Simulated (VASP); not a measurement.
Input of a VASP 6.6.1 run:

The input INCAR:

```
SYSTEM = Br
  ALGO = Normal
  EDIFF = 1E-7
  EDIFFG = -0.01
  ENCUT = 600
  GGA = RE
  IBRION = 2
  ISIF = 3
  ISMEAR = -1
  LASPH = .True.
  LCHARG = .False.
  LREAL = .False.
  LWAVE = .False.
  NELM = 80
  NSW = 80
  PREC = Accurate
  SIGMA = 0.05
```

KPOINTS

```
k-points
0
Gamma
  5 5 2
  0 0 0
```

File POSCAR:

```
Br
1.0
    3.2836000000     -2.2339000000      0.0000000000
    3.2836000000      2.2339000000      0.0000000000
    0.0000000000      0.0000000000      8.6938000000
Br
4
Direct
    0.8610000000      0.1390000000      0.1114000000
    0.6390000000      0.3610000000      0.6114000000
    0.1390000000      0.8610000000      0.8886000000
    0.3610000000      0.6390000000      0.3886000000
```

Potentials or basis: VASP PAW PBE potentials, release 64 (Br).

Run with:

```sh
$ cat potpaw_PBE.64/Br/POTCAR > POTCAR
$ mpirun -np 1 vasp_std > vasp.out
```

(1) Predict the relaxed cell.

(2) Predict the relaxed volume.

(3) Estimate the band gap on the k mesh.

(4) Estimate the space group after relaxing (to 0.1 Å).

Results:

(1) a = 5.565 Å, b = 5.565 Å, c = 8.982 Å, α = 90.00°, β = 90.00°, γ = 49.90°.

(2) 53.19 Å³/atom.

(3) 1.59 eV.

(4) Cmce (No. 64).

Caveat: the volume moved by over 15 % at a fixed basis, so the end points are rough; this functional lacks dispersion, which holds the molecules together, so the pressure and a relaxed volume are unreliable; the PAW data sets were made with another functional, which shifts forces and pressure a little; an odd mesh through Γ misses points on the zone boundary, where band edges can lie.
